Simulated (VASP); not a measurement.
# Ge (P4_32_12) in VASP: single point with r2SCAN

Aim: the single point of Ge with r2SCAN.

Program: VASP 6.6.1. These are calculated values, not measurements. Logs are shortened: lines on timing, memory, paths and dates and some standing lists are left out, and cuts for length are marked.

## Step 1: The cell of the first run

The structure is tetragonal, space group P4_32_12 (No. 96). Conventional cell: a = 5.937 Å, b = 5.937 Å, c = 7.081 Å, α = 90.00°, β = 90.00°, γ = 90.00°. Within 3.3 Å of Ge (site symmetry 2) lie 4 Ge at 2.48 Å. Within 3.3 Å of Ge (site symmetry 1) lie 4 Ge at 2.48 to 2.51 Å.

## Step 2: Single point, r2SCAN

POSCAR reads:

```
Ge
1.0
    5.9372086600      0.0000000000      0.0000000000
    0.0000000000      5.9372086600      0.0000000000
    0.0000000000      0.0000000000      7.0806530000
Ge
12
Direct
    0.0856035700      0.0856035700      0.0000000000
    0.4143964300      0.5856035700      0.7500000000
    0.5856035700      0.4143964300      0.2500000000
    0.9143964300      0.9143964300      0.5000000000
    0.1694391000      0.3720959400      0.2454362400
    0.1279040600      0.6694391000      0.9954362400
    0.8720959400      0.3305609000      0.4954362400
    0.6694391000      0.1279040600      0.0045637600
    0.3305609000      0.8720959400      0.5045637600
    0.8305609000      0.6279040600      0.7454362400
    0.3720959400      0.1694391000      0.7545637600
    0.6279040600      0.8305609000      0.2545637600
```

INCAR.step1 reads:

```
PREC = Accurate
ENCUT = 520
ISMEAR = 0
SIGMA = 0.1
LREAL = F
LASPH = T
NELM = 100
NBANDS = 96
GGA = PE
ALGO = Normal
EDIFF = 1E-4
LWAVE = T
LCHARG = F
```

INCAR.step2 reads:

```
PREC = Accurate
ENCUT = 520
EDIFF = 1E-7
ISMEAR = 0
SIGMA = 0.1
LREAL = F
LASPH = T
NELM = 100
ALGO = Normal
ISIF = 2
LWAVE = F
LCHARG = F
METAGGA = R2SCAN
LMIXTAU = T
NBANDS = 96
ISTART = 1
```

KPOINTS reads:

```
Automatic mesh
0
Gamma
  4 4 4
```

Potentials or basis: VASP PAW PBE potentials, release 64 (Ge_d).

The run is started by

```
$ cat potpaw_PBE.64/Ge_d/POTCAR > POTCAR
$ cp INCAR.step1 INCAR
$ mpirun -np 1 vasp_std > vasp.out
$ cp INCAR.step2 INCAR
$ mpirun -np 1 vasp_std > vasp.out
```

OUTCAR:

```text
PREC = Accurate
   ENCUT = 520
   EDIFF = 1E-7
   ISMEAR = 0
   LREAL = F
   LASPH = T
   NELM = 100
   ISIF = 2
   METAGGA = R2SCAN
   ISTART = 1

 ion  position               nearest neighbor table
   1  0.086  0.086  0.000-   5 2.48  11 2.48   8 2.48   6 2.48
   2  0.414  0.586  0.750-   6 2.48   9 2.48  10 2.48  11 2.48
   3  0.586  0.414  0.250-   7 2.48   8 2.48   5 2.48  12 2.48
   4  0.914  0.914  0.500-  10 2.48  12 2.48   7 2.48   9 2.48
   5  0.169  0.372  0.245-   1 2.48   3 2.48   6 2.51   7 2.51
   6  0.128  0.669  0.995-   2 2.48   1 2.48   5 2.51  10 2.51
   7  0.872  0.331  0.495-   3 2.48   4 2.48   5 2.51  10 2.51
   8  0.669  0.128  0.005-   3 2.48   1 2.48  11 2.51  12 2.51
   9  0.331  0.872  0.505-   2 2.48   4 2.48  11 2.51  12 2.51
  10  0.831  0.628  0.745-   4 2.48   2 2.48   6 2.51   7 2.51
  11  0.372  0.169  0.755-   1 2.48   2 2.48   8 2.51   9 2.51
  12  0.628  0.831  0.255-   4 2.48   3 2.48   8 2.51   9 2.51

  LATTYP: Found a simple tetragonal cell.
 ALAT       =     5.9372086600
 C/A-ratio  =     1.1925895493

  Lattice vectors:

 A1 = (   5.9372086600,   0.0000000000,   0.0000000000)
 A2 = (   0.0000000000,   5.9372086600,   0.0000000000)
 A3 = (   0.0000000000,   0.0000000000,   7.0806530000)

Analysis of symmetry for initial positions (statically):
=====================================================================
 Subroutine PRICEL returns:
 Original cell was already a primitive cell.

 Routine SETGRP: Setting up the symmetry group for a
 simple tetragonal supercell.

 Subroutine GETGRP returns: Found  8 space group operations
 (whereof  2 operations were pure point group operations)
 out of a pool of 16 trial point group operations.

The static configuration has the point symmetry C_2 .
 The point group associated with its full space group is D_4 .

Analysis of symmetry for dynamics (positions and initial velocities):
=====================================================================
 Subroutine PRICEL returns:
 Original cell was already a primitive cell.

 Routine SETGRP: Setting up the symmetry group for a
 simple tetragonal supercell.

 Subroutine GETGRP returns: Found  8 space group operations
 (whereof  2 operations were pure point group operations)
 out of a pool of 16 trial point group operations.

The dynamic configuration has the point symmetry C_2 .
 The point group associated with its full space group is D_4 .

 Subroutine INISYM returns: Found  8 space group operations
 (whereof  2 operations are pure point group operations),
 and found     1 'primitive' translations

----------------------------------------------------------------------------------------

                                     Primitive cell

  volume of cell :     249.5962

  direct lattice vectors                    reciprocal lattice vectors
     5.937208660  0.000000000  0.000000000     0.168429317  0.000000000  0.000000000
     0.000000000  5.937208660  0.000000000     0.000000000  0.168429317  0.000000000
     0.000000000  0.000000000  7.080653000     0.000000000  0.000000000  0.141229912

  length of vectors
     5.937208660  5.937208660  7.080653000     0.168429317  0.168429317  0.141229912

  position of ions in fractional coordinates (direct lattice)
     0.085603570  0.085603570  0.000000000
     0.414396430  0.585603570  0.750000000
     0.585603570  0.414396430  0.250000000
     0.914396430  0.914396430  0.500000000
     0.169439100  0.372095940  0.245436240
     0.127904060  0.669439100  0.995436240
     0.872095940  0.330560900  0.495436240
     0.669439100  0.127904060  0.004563760
     0.330560900  0.872095940  0.504563760
     0.830560900  0.627904060  0.745436240
     0.372095940  0.169439100  0.754563760
     0.627904060  0.830560900  0.254563760

  ion indices of the primitive-cell ions
   primitive index   ion index
                 1           1
                 2           2
                 3           3
                 4           4
                 5           5
                 6           6
                 7           7
                 8           8
                 9           9
                10          10
                11          11
                12          12

----------------------------------------------------------------------------------------

 KPOINTS: Automatic mesh

Automatic generation of k-mesh.
 Grid dimensions read from file:
 generate k-points for:    4    4    4

 Generating k-lattice:

  Cartesian coordinates                     Fractional coordinates (reciprocal lattice)
     0.042107329  0.000000000  0.000000000     0.250000000  0.000000000  0.000000000
     0.000000000  0.042107329  0.000000000     0.000000000  0.250000000  0.000000000
     0.000000000  0.000000000  0.035307478     0.000000000  0.000000000  0.250000000

  Length of vectors
     0.042107329  0.042107329  0.035307478

  Shift w.r.t. Gamma in fractional coordinates (k-lattice)
     0.000000000  0.000000000  0.000000000

 Subroutine IBZKPT returns following result:
 ===========================================

 Found     18 irreducible k-points:

 Following reciprocal coordinates:
            Coordinates               Weight
  0.000000  0.000000  0.000000      1.000000
  0.250000  0.000000  0.000000      4.000000
  0.500000  0.000000  0.000000      2.000000
  0.250000  0.250000  0.000000      4.000000
  0.500000  0.250000  0.000000      4.000000
  0.500000  0.500000  0.000000      1.000000
[... 10 lines left out ...]
  0.500000  0.250000  0.500000      4.000000
  0.500000  0.500000  0.500000      1.000000
   k-points           NKPTS =     18   k-points in BZ     NKDIM =     18   number of bands    NBANDS=     96
   number of dos      NEDOS =    301   number of ions     NIONS =     12
   total plane-waves  NPLWV = 124416
   dimension x,y,z NGX =    48 NGY =   48 NGZ =   54
   dimension x,y,z NGXF=    96 NGYF=   96 NGZF=  108
   ions per type =              12
   NGX,Y,Z   is equivalent  to a cutoff of  13.44, 13.44, 12.68 a.u.
   NGXF,Y,Z  is equivalent  to a cutoff of  26.88, 26.88, 25.36 a.u.
 SYSTEM =  unknown system
   PREC   = accura    normal or accurate (medium, high low for compatibility)
   ISTART =      1    job   : 0-new  1-cont  2-samecut
   ICHARG =      0    charge: 1-file 2-atom 10-const
   ISPIN  =      1    spin polarized calculation?
   LNONCOLLINEAR =      F non collinear calculations
   LSORBIT =      F    spin-orbit coupling
   LASPH  =      T    aspherical Exc in radial PAW
   ENCUT  =  520.0 eV  38.22 Ry    6.18 a.u.  11.04 11.04 13.17*2*pi/ulx,y,z
   NELM   =    100;   NELMIN=  2; NELMDL=  0     # of ELM steps
   EDIFF  = 0.1E-06   stopping-criterion for ELM
   LREAL  =      F    real-space projection
   EDIFFG = 0.1E-05   stopping-criterion for IOM
   NSW    =      0    number of steps for IOM
   IBRION =     -1    ionic relax: 0-MD 1-quasi-New 2-CG
   NFREE  =      0    steps in history (QN), initial steepest desc. (CG)
   ISIF   =      2    stress and relaxation
   ISYM   =      2    0-nonsym 1-usesym 2-fastsym
   POTIM  = 0.5000    time-step for ionic-motion
   TEBEG  =    0.0;   TEEND  =   0.0 temperature during run
   PSTRESS=    0.0 pullay stress
   NELECT =     168.0000    total number of electrons
   NUPDOWN=      -1.0000    fix difference up-down
   EMIN   =  10.00;   EMAX   =-10.00  energy-range for DOS
   EFERMI =   0.00;   METHOD = LEGACY
   ISMEAR =     0;   SIGMA  =   0.10  broadening in eV -4-tet -1-fermi 0-gaus
   EFERMI_NEDOS =   21; number of points for ismear=-14 and -15
   IALGO  =     38    algorithm
   IMIX   =      4    mixing-type and parameters
     AMIX     =   0.40;   BMIX     =  1.00
     AMIX_MAG =   1.60;   BMIX_MAG =  1.00
  volume/ion in A,a.u.               =      20.80       140.36
  Fermi-wavevector in a.u.,A,eV,Ry     =   1.434714  2.711216 28.006283  2.058404
  Thomas-Fermi vector in A             =   2.554092
   LORBIT       =      0    0 simple, 1 ext, 2 COOP (PROOUT), +10 PAW based schemes
   METAGGA = R2SCAN    functional components
   LHFCALC =     F    Hartree Fock is set to
   AEXX    =    0.0000 exact exchange contribution
   IVDW    =     0    specifies the selected vdW correction
   LEPSILON=     F    determine dielectric tensor
   LRPA    =     F    only Hartree local field effects (RPA)
 non-spin polarized calculation
 Gauss-broadening in eV      SIGMA  =   0.10
  energy-cutoff  :      520.00
  volume of cell :      249.60
 maximum number of plane-waves:      6808
 NGX is ok and might be reduce to    48
   NGX = 23   NGY = 23   NGZ = 27

 number of electron     167.9999986 magnetization

 Free energy of the ion-electron system (eV)
  ---------------------------------------------------
  ext. energy  EPLUGINS =         0.00000000
  ---------------------------------------------------
  free energy    TOTEN  =      -164.40264942 eV

  energy without entropy =     -164.40264942  energy(sigma->0) =     -164.40264942

 E-fermi :   5.3096     XC(G=0): -11.4455

 val. band max:        4.8102279373   @ k =   0.5000   0.0000   0.0000
 cond. band min:       6.0642524646   @ k =   0.0000   0.0000   0.5000
 fundamental gap:      1.2540245273
 Fermi energy:         5.3096499594

 k-point     1 :       0.0000    0.0000    0.0000
  band No.  band energies     occupation
      1     -20.0403      2.00000
      2     -20.0107      2.00000
      3     -20.0107      2.00000
      4     -19.9951      2.00000
      5     -19.9876      2.00000
      6     -19.9876      2.00000
[... 88 lines left out ...]
     95      10.1221      0.00000
     96      10.1221      0.00000

 k-point     2 :       0.2500    0.0000    0.0000
  band No.  band energies     occupation
      1     -20.0340      2.00000
      2     -20.0132      2.00000
      3     -20.0080      2.00000
      4     -20.0038      2.00000
      5     -19.9902      2.00000
      6     -19.9889      2.00000
[... 1573 lines left out ...]
     95       9.3410      0.00000
     96       9.3410      0.00000

 k-point    18 :       0.5000    0.5000    0.5000
  band No.  band energies     occupation
      1     -20.0185      2.00000
      2     -20.0185      2.00000
      3     -20.0185      2.00000
      4     -20.0185      2.00000
      5     -19.9835      2.00000
      6     -19.9835      2.00000
[... 88 lines left out ...]
     95       9.3413      0.00000
     96       9.3413      0.00000

------------------------ aborting loop because EDIFF is reached ----------------------------------------

  FORCE on cell =-STRESS in cart. coord.  units (eV):
  Direction    XX          YY          ZZ          XY          YZ          ZX
  --------------------------------------------------------------------------------------
  -------------------------------------------------------------------------------------
  Total        0.6295192      0.6295192      0.3395264      0.0000000     -0.0000000      0.0000000
  in kB        4.0409327      4.0409327      2.1794463      0.0000000     -0.0000000      0.0000000
  external PRESSURE =       3.4204372 kB  Pullay stress =       0.0000000 kB

 VOLUME and BASIS-vectors are now :
 -----------------------------------------------------------------------------
  energy-cutoff  :      520.00
  volume of cell :      249.60
      direct lattice vectors                 reciprocal lattice vectors
     5.937208660  0.000000000  0.000000000     0.168429317  0.000000000  0.000000000
     0.000000000  5.937208660  0.000000000     0.000000000  0.168429317  0.000000000
     0.000000000  0.000000000  7.080653000     0.000000000  0.000000000  0.141229912

 POSITION                                       TOTAL-FORCE (eV/Angst)
 -----------------------------------------------------------------------------------
      0.50825      0.50825      0.00000        -0.009762     -0.009762     -0.000000
      2.46036      3.47685      5.31049         0.009762     -0.009762     -0.000000
      3.47685      2.46036      1.77016        -0.009762      0.009762     -0.000000
      5.42896      5.42896      3.54033         0.009762      0.009762     -0.000000
      1.00600      2.20921      1.73785        -0.005944     -0.001606     -0.015640
      0.75939      3.97460      7.04834         0.001606     -0.005944     -0.015640
      5.17782      1.96261      3.50801        -0.001606      0.005944     -0.015640
      3.97460      0.75939      0.03231        -0.005944      0.001606      0.015640
      1.96261      5.17782      3.57264         0.005944     -0.001606      0.015640
      4.93121      3.72800      5.27818         0.005944      0.001606     -0.015640
      2.20921      1.00600      5.34280        -0.001606     -0.005944      0.015640
      3.72800      4.93121      1.80248         0.001606      0.005944      0.015640
 -----------------------------------------------------------------------------------
    total drift:                               -0.000001      0.000001     -0.000000

  FREE ENERGIE OF THE ION-ELECTRON SYSTEM (eV)
  ---------------------------------------------------
  free  energy   TOTEN  =      -164.4026494170 eV

  energy  without entropy=     -164.4026494170  energy(sigma->0) =     -164.40264942
```

Run time: 23 min. Hardware: 1 thread of Intel Xeon Platinum 8488C (Sapphire Rapids), shared host; peak memory 0.53 GiB.

Results:

| Quantity | Value |
| --- | --- |
| Free energy | -164.4026 eV |
| Pressure | 0.3 GPa |
| Largest force | 0.017 eV/Å |
| Band gap on the k mesh | 1.25 eV, indirect (least direct gap 1.52 eV) |

Forces in eV/Å, atoms in the order of the input:
```
Ge  -0.010 -0.010  0.000
Ge   0.010 -0.010  0.000
Ge  -0.010  0.010  0.000
Ge   0.010  0.010  0.000
Ge  -0.006 -0.002 -0.016
Ge   0.002 -0.006 -0.016
Ge  -0.002  0.006 -0.016
Ge  -0.006  0.002  0.016
Ge   0.006 -0.002  0.016
Ge   0.006  0.002 -0.016
Ge  -0.002 -0.006  0.016
Ge   0.002  0.006  0.016
```

Stress tensor (GPa, compression positive):
```
0.40 0.00 0.00
0.00 0.40 0.00
0.00 0.00 0.22
```

Levels at points of the mesh, in eV from the valence-band top:
```
           k point  band 81  band 82  band 83  band 84  band 85  band 86  band 87  band 88
(0.00, 0.00, 0.00)    -0.90    -0.84    -0.84    -0.14     1.87     2.14     2.14     3.11
(0.50, 0.00, 0.00)    -0.53    -0.53     0.00     0.00     1.67     1.67     2.65     2.65
(0.50, 0.50, 0.00)    -0.39    -0.39    -0.06    -0.06     1.57     1.57     2.00     2.00
(0.00, 0.00, 0.50)    -1.07    -1.07    -0.66    -0.66     1.25     1.25     2.08     2.08
(0.50, 0.00, 0.50)    -0.74    -0.74    -0.49    -0.49     1.27     1.27     1.70     1.70
(0.50, 0.50, 0.50)    -0.93    -0.93    -0.93    -0.93     1.73     1.73     1.73     1.73
```

Caveat: the PAW data sets were made with another functional, which shifts forces and pressure a little.
